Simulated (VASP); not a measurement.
Input of a VASP 6.6.1 run:

File INCAR:

```
SYSTEM = SiC
PREC     = Accurate       ! precision mode
ENCUT    = 520            ! plane-wave cutoff, eV
EDIFF    = 1E-6           ! SCF threshold, eV
ISMEAR   = 0              ! smearing method
SIGMA    = 0.05           ! smearing width, eV
LREAL    = .FALSE.        ! projectors in reciprocal space
LASPH    = .TRUE.         ! aspherical terms in the spheres
NELM     = 60             ! most SCF steps
ALGO     = Normal         ! electronic algorithm
ISIF     = 2              ! what is computed and relaxed
LWAVE    = .FALSE.        ! write WAVECAR
LCHARG   = .FALSE.        ! write CHGCAR
GGA      = PE             ! functional
NBANDS   = 11             ! bands
```

The input KPOINTS:

```
Automatic mesh
0
G
  12 12 12
  0 0 0
```

The input POSCAR:

```
SiC
1.0
    0.0000000000      2.1605466895      2.1605466895
    2.1605466895      0.0000000000      2.1605466895
    2.2558988167      2.2558988167     -0.0953521272
Si C
1 1
Direct
    0.0000000000      0.0000000000      0.0000000000
    0.7500000000      0.7500000000      0.7500000000
```

Potentials or basis: VASP PAW PBE potentials, release 64 (Si, C).

The run is started by

```bash
$ cat potpaw_PBE.64/Si/POTCAR potpaw_PBE.64/C/POTCAR > POTCAR
$ mpirun -np 1 vasp_std > vasp.out
```

Q: Predict the band gap on the k mesh.

A: 1.20 eV, indirect (least direct gap 4.12 eV).

Q: Predict the largest force.

A: 0.293 eV/Å.

Q: Estimate the pressure.

A: -3.7 GPa.

Stress tensor (GPa, compression positive):
```
 -3.71 -10.10  10.10
-10.10  -3.71  10.10
 10.10  10.10  -3.71
```

A k mesh can miss the band edges. Expect the measured gap to be larger: semilocal functionals such as PBE lack the derivative discontinuity.
